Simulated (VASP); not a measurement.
# Ni (Fm-3m) in VASP: relaxation of cell and atoms with r2SCAN

Aim: the relaxation of cell and atoms of Ni with r2SCAN.

Program: VASP 6.6.1. These are calculated values, not measurements. Logs are shortened: lines on timing, memory, paths and dates and some standing lists are left out, and cuts for length are marked.

## Step 1: The cell of the first run

Symmetry: Fm-3m, No. 225, cubic system. Conventional cell: a = 3.476 Å, b = 3.476 Å, c = 3.476 Å, α = 90.00°, β = 90.00°, γ = 90.00°. Ni (site symmetry m-3m) has 12 Ni at 2.46 Å within 3.2 Å.

## Step 2: Relaxation of cell and atoms, r2SCAN, collinear spin, ferromagnetic start

The input, POSCAR:

```
Ni
1.0
    0.0000000000      1.7378148000      1.7378148000
    1.7378148000      0.0000000000      1.7378148000
    1.7378148000      1.7378148000      0.0000000000
Ni
1
Direct
    0.0000000000      0.0000000000      0.0000000000
```

The input, INCAR.step1:

```
SYSTEM = Ni
  PREC = Accurate
  ENCUT = 600
  ISMEAR = 0
  SIGMA = 0.1
  LREAL = .False.
  LASPH = .True.
  NELM = 150
  ISPIN = 2
  MAGMOM = 0.88
  LMAXMIX = 4
  GGA = PE
  ALGO = Normal
  EDIFF = 1E-4
  LWAVE = .True.
  LCHARG = .False.
```

The input, INCAR.step2:

```
SYSTEM = Ni
  PREC = Accurate
  ENCUT = 600
  EDIFF = 1E-7
  ISMEAR = 0
  SIGMA = 0.1
  LREAL = .False.
  LASPH = .True.
  NELM = 150
  ALGO = Normal
  ISIF = 3
  LWAVE = .False.
  LCHARG = .False.
  ISPIN = 2
  MAGMOM = 0.88
  LORBIT = 11
  LMAXMIX = 4
  METAGGA = R2SCAN
  LMIXTAU = .True.
  IBRION = 2
  NSW = 100
  EDIFFG = -0.005
  ISTART = 1
```

The input, KPOINTS:

```
Automatic mesh
0
Gamma
  20 20 20
  0 0 0
```

Potentials or basis: VASP PAW PBE potentials, release 64 (Ni).

Run with:

```
cat potpaw_PBE.64/Ni/POTCAR > POTCAR
cp INCAR.step1 INCAR
mpirun -np 1 vasp_std > vasp.out
cp INCAR.step2 INCAR
mpirun -np 1 vasp_std > vasp.out
```

OUTCAR:

```text
SYSTEM = Ni
   PREC = Accurate
   ENCUT = 600
   EDIFF = 1E-7
   ISMEAR = 0
   LREAL = .False.
   LASPH = .True.
   NELM = 150
   ISIF = 3
   ISPIN = 2
   LORBIT = 11
   METAGGA = R2SCAN
   IBRION = 2
   NSW = 100
   EDIFFG = -0.005
   ISTART = 1

 ion  position               nearest neighbor table
   1  0.000  0.000  0.000-

  LATTYP: Found a face centered cubic cell.
 ALAT       =     3.4756296000

  Lattice vectors:

 A1 = (   0.0000000000,   1.7378148000,   1.7378148000)
 A2 = (   1.7378148000,   0.0000000000,   1.7378148000)
 A3 = (   1.7378148000,   1.7378148000,   0.0000000000)

Analysis of symmetry for initial positions (statically):
=====================================================================
 Subroutine PRICEL returns:
 Original cell was already a primitive cell.

 Routine SETGRP: Setting up the symmetry group for a
 face centered cubic supercell.

 Subroutine GETGRP returns: Found 48 space group operations
 (whereof 48 operations were pure point group operations)
 out of a pool of 48 trial point group operations.

The static configuration has the point symmetry O_h .

Analysis of symmetry for dynamics (positions and initial velocities):
=====================================================================
 Subroutine PRICEL returns:
 Original cell was already a primitive cell.

 Routine SETGRP: Setting up the symmetry group for a
 face centered cubic supercell.

 Subroutine GETGRP returns: Found 48 space group operations
 (whereof 48 operations were pure point group operations)
 out of a pool of 48 trial point group operations.

The dynamic configuration has the point symmetry O_h .

Analysis of structural, dynamic, and magnetic symmetry:
=====================================================================
 Subroutine PRICEL returns:
 Original cell was already a primitive cell.

 Routine SETGRP: Setting up the symmetry group for a
 face centered cubic supercell.

 Subroutine GETGRP returns: Found 48 space group operations
 (whereof 48 operations were pure point group operations)
 out of a pool of 48 trial point group operations.

The overall configuration has the point symmetry O_h .

 Subroutine INISYM returns: Found 48 space group operations
 (whereof 48 operations are pure point group operations),
 and found     1 'primitive' translations

----------------------------------------------------------------------------------------

                                     Primitive cell

  volume of cell :      10.4964

  direct lattice vectors                    reciprocal lattice vectors
     0.000000000  1.737814800  1.737814800    -0.287717656  0.287717656  0.287717656
     1.737814800  0.000000000  1.737814800     0.287717656 -0.287717656  0.287717656
     1.737814800  1.737814800  0.000000000     0.287717656  0.287717656 -0.287717656

  length of vectors
     2.457641259  2.457641259  2.457641259     0.498341598  0.498341598  0.498341598

  position of ions in fractional coordinates (direct lattice)
     0.000000000  0.000000000  0.000000000

  ion indices of the primitive-cell ions
   primitive index   ion index
                 1           1

----------------------------------------------------------------------------------------

 KPOINTS: Automatic mesh

Automatic generation of k-mesh.
 Grid dimensions read from file:
 generate k-points for:   20   20   20

 Generating k-lattice:

  Cartesian coordinates                     Fractional coordinates (reciprocal lattice)
    -0.014385883  0.014385883  0.014385883     0.050000000  0.000000000  0.000000000
     0.014385883 -0.014385883  0.014385883     0.000000000  0.050000000  0.000000000
     0.014385883  0.014385883 -0.014385883     0.000000000  0.000000000  0.050000000

  Length of vectors
     0.024917080  0.024917080  0.024917080

  Shift w.r.t. Gamma in fractional coordinates (k-lattice)
     0.000000000  0.000000000  0.000000000

 Subroutine IBZKPT returns following result:
 ===========================================

 Found    256 irreducible k-points:

 Following reciprocal coordinates:
            Coordinates               Weight
  0.000000  0.000000  0.000000      1.000000
  0.050000  0.000000  0.000000      8.000000
  0.100000  0.000000  0.000000      8.000000
  0.150000  0.000000  0.000000      8.000000
  0.200000  0.000000  0.000000      8.000000
  0.250000  0.000000  0.000000      8.000000
[... 16 lines left out ...]
 -0.400000  0.050000  0.000000     24.000000
 -0.350000  0.050000  0.000000     24.000000
 [... further k-points ...]
   k-points           NKPTS =    256   k-points in BZ     NKDIM =    256   number of bands    NBANDS=      9
   number of dos      NEDOS =    301   number of ions     NIONS =      1
   total plane-waves  NPLWV =   8000
   dimension x,y,z NGX =    20 NGY =   20 NGZ =   20
   dimension x,y,z NGXF=    40 NGYF=   40 NGZF=   40
   ions per type =               1
   NGX,Y,Z   is equivalent  to a cutoff of  13.53, 13.53, 13.53 a.u.
   NGXF,Y,Z  is equivalent  to a cutoff of  27.06, 27.06, 27.06 a.u.
 SYSTEM =  Ni
   PREC   = accura    normal or accurate (medium, high low for compatibility)
   ISTART =      1    job   : 0-new  1-cont  2-samecut
   ICHARG =      0    charge: 1-file 2-atom 10-const
   ISPIN  =      2    spin polarized calculation?
   LNONCOLLINEAR =      F non collinear calculations
   LSORBIT =      F    spin-orbit coupling
   LASPH  =      T    aspherical Exc in radial PAW
   ENCUT  =  600.0 eV  44.10 Ry    6.64 a.u.   4.91  4.91  4.91*2*pi/ulx,y,z
   NELM   =    150;   NELMIN=  2; NELMDL=  0     # of ELM steps
   EDIFF  = 0.1E-06   stopping-criterion for ELM
   LREAL  =      F    real-space projection
   EDIFFG = -.5E-02   stopping-criterion for IOM
   NSW    =    100    number of steps for IOM
   IBRION =      2    ionic relax: 0-MD 1-quasi-New 2-CG
   NFREE  =      1    steps in history (QN), initial steepest desc. (CG)
   ISIF   =      3    stress and relaxation
   ISYM   =      2    0-nonsym 1-usesym 2-fastsym
   POTIM  = 0.5000    time-step for ionic-motion
   TEBEG  =    0.0;   TEEND  =   0.0 temperature during run
   PSTRESS=    0.0 pullay stress
   NELECT =      10.0000    total number of electrons
   NUPDOWN=      -1.0000    fix difference up-down
   EMIN   =  10.00;   EMAX   =-10.00  energy-range for DOS
   EFERMI =   0.00;   METHOD = LEGACY
   ISMEAR =     0;   SIGMA  =   0.10  broadening in eV -4-tet -1-fermi 0-gaus
   EFERMI_NEDOS =   21; number of points for ismear=-14 and -15
   IALGO  =     38    algorithm
   IMIX   =      4    mixing-type and parameters
     AMIX     =   0.40;   BMIX     =  1.00
     AMIX_MAG =   1.60;   BMIX_MAG =  1.00
  volume/ion in A,a.u.               =      10.50        70.83
  Fermi-wavevector in a.u.,A,eV,Ry     =   1.610873  3.044109 35.305925  2.594912
  Thomas-Fermi vector in A             =   2.706354
   LORBIT       =     11    0 simple, 1 ext, 2 COOP (PROOUT), +10 PAW based schemes
   METAGGA = R2SCAN    functional components
   LHFCALC =     F    Hartree Fock is set to
   AEXX    =    0.0000 exact exchange contribution
   IVDW    =     0    specifies the selected vdW correction
   LEPSILON=     F    determine dielectric tensor
   LRPA    =     F    only Hartree local field effects (RPA)
 conjugate gradient relaxation of ions
 spin polarized calculation
 Gauss-broadening in eV      SIGMA  =   0.10
  energy-cutoff  :      600.00
  volume of cell :       10.50
 maximum number of plane-waves:       360
   NGX =  9   NGY =  9   NGZ =  9

--------------------------------------- Ionic step        1  -------------------------------------------

 number of electron       9.9999999 magnetization       0.7223721

 Free energy of the ion-electron system (eV)
  ---------------------------------------------------
  ext. energy  EPLUGINS =         0.00000000
  ---------------------------------------------------
  free energy    TOTEN  =       -11.94601550 eV

  energy without entropy =      -11.93903630  energy(sigma->0) =      -11.94252590

------------------------ aborting loop because EDIFF is reached ----------------------------------------

  FORCE on cell =-STRESS in cart. coord.  units (eV):
  Direction    XX          YY          ZZ          XY          YZ          ZX
  --------------------------------------------------------------------------------------
  -------------------------------------------------------------------------------------
  Total        0.0394964      0.0394964      0.0394964      0.0000000      0.0000000      0.0000000
  in kB        6.0287516      6.0287516      6.0287516      0.0000000      0.0000000      0.0000000
  external PRESSURE =       6.0287516 kB  Pullay stress =       0.0000000 kB
[... 55 lines left out ...]
  energy  without entropy=      -11.9390692772  energy(sigma->0) =      -11.94255093

--------------------------------------- Ionic step        3  -------------------------------------------

 number of electron      10.0000001 magnetization       0.7249537

 Free energy of the ion-electron system (eV)
  ---------------------------------------------------
  ext. energy  EPLUGINS =         0.00000000
  ---------------------------------------------------
  free energy    TOTEN  =       -11.94608077 eV

  energy without entropy =      -11.93910968  energy(sigma->0) =      -11.94259523

 E-fermi :   9.7878     XC(G=0): -14.6116

 val. band max:        9.7874668645   @ k =  -0.4000   0.1000   0.0000
 cond. band min:       9.7882162380   @ k =  -0.4000   0.0500   0.0000
 fundamental gap:      0.0007493735
 Fermi energy:         9.7878011072

 spin component 1

 k-point     1 :       0.0000    0.0000    0.0000
  band No.  band energies     occupation
      1       0.1433      1.00000
      2       6.7587      1.00000
      3       6.7587      1.00000
      4       6.7587      1.00000
      5       8.1023      1.00000
      6       8.1023      1.00000
      7      34.6145      0.00000
      8      39.0293      0.00000
      9      39.0294      0.00000
[... 265 lines left out ...]
 k-point    24 :      -0.3500    0.0500    0.0000
  band No.  band energies     occupation
      1       4.0503      1.00000
      2       6.8971      1.00000
      3       6.9581      1.00000
      4       7.1921      1.00000
      5       8.3977      1.00000
      6       8.7931      1.00000
      7      19.3597      0.00000
      8      32.5522      0.00000
      9      35.1992      0.00000

 [... further k-points ...]

 spin component 2

 k-point     1 :       0.0000    0.0000    0.0000
  band No.  band energies     occupation
      1      -0.1085      1.00000
      2       8.0877      1.00000
      3       8.0877      1.00000
      4       8.0877      1.00000
      5       8.8564      1.00000
      6       8.8564      1.00000
      7      34.3605      0.00000
      8      39.1389      0.00000
      9      39.1390      0.00000
[... 304 lines left out ...]
  FREE ENERGIE OF THE ION-ELECTRON SYSTEM (eV)
  ---------------------------------------------------
  free  energy   TOTEN  =       -11.9460807666 eV

  energy  without entropy=      -11.9391096843  energy(sigma->0) =      -11.94259523

 reached required accuracy - stopping structural energy minimisation

 total charge

# of ion       s       p       d       tot
------------------------------------------
    1        0.529   0.549   8.328   9.405

 magnetization (x)

# of ion       s       p       d       tot
------------------------------------------
    1       -0.010  -0.043   0.796   0.744
```

It took 9.2 min on 1 thread of Intel Xeon 8259CL, shared host; peak memory 0.18 GiB.

What came out:

```
Free energy                                           : -11.9461 eV
Relaxed volume                                        : 10.53 Å³/atom
Relaxed cell                                          : a = 2.460 Å, b = 2.460 Å, c = 2.460 Å, α = 60.00°, β = 60.00°, γ = 60.00°
Space group after relaxing (to 0.1 Å)                 : Fm-3m (No. 225)
Energy gained by relaxing                             : 0.1 meV/atom
Ionic steps                                           : 3
Pressure after relaxing                               : -0.1 GPa
Net moment                                            : 0.72 μB per cell
Site moments                                          : Ni +0.74 μB
Valence electrons inside the program's atomic spheres : Ni 9.40
```

Final structure:
```
Ni
1.0
     0.00000    1.73966    1.73966
     1.73966    0.00000    1.73966
     1.73966    1.73966    0.00000
Ni
1
Direct
  0.00000 0.00000 0.00000
```

Levels at points of the mesh, in eV from the Fermi level:
Spin up:
| k point | band 2 | band 3 | band 4 | band 5 | band 6 | band 7 | band 8 | band 9 |
| --- | --- | --- | --- | --- | --- | --- | --- | --- |
| (0.00, 0.00, 0.00) | -3.03 | -3.03 | -3.03 | -1.69 | -1.69 | 24.83 | 29.24 | 29.24 |
| (0.50, 0.00, 0.00) | -2.95 | -2.95 | -1.06 | -1.06 | -0.47 | 5.88 | 23.25 | 26.23 |
| (0.50, 0.50, 0.00) | -4.89 | -0.97 | -0.97 | -0.94 | 2.51 | 9.64 | 15.73 | 15.73 |
Spin down:
| k point | band 1 | band 2 | band 3 | band 4 | band 5 | band 6 | band 7 | band 8 |
| --- | --- | --- | --- | --- | --- | --- | --- | --- |
| (0.00, 0.00, 0.00) | -9.90 | -1.70 | -1.70 | -1.70 | -0.93 | -0.93 | 24.57 | 29.35 |
| (0.50, 0.00, 0.00) | -4.80 | -2.04 | -2.04 | -0.69 | 0.18 | 0.18 | 6.58 | 23.14 |
| (0.50, 0.50, 0.00) | -4.85 | -3.86 | -0.15 | 0.56 | 0.56 | 2.25 | 9.99 | 15.79 |

Caveat: the PAW data sets were made with another functional, which shifts forces and pressure a little.
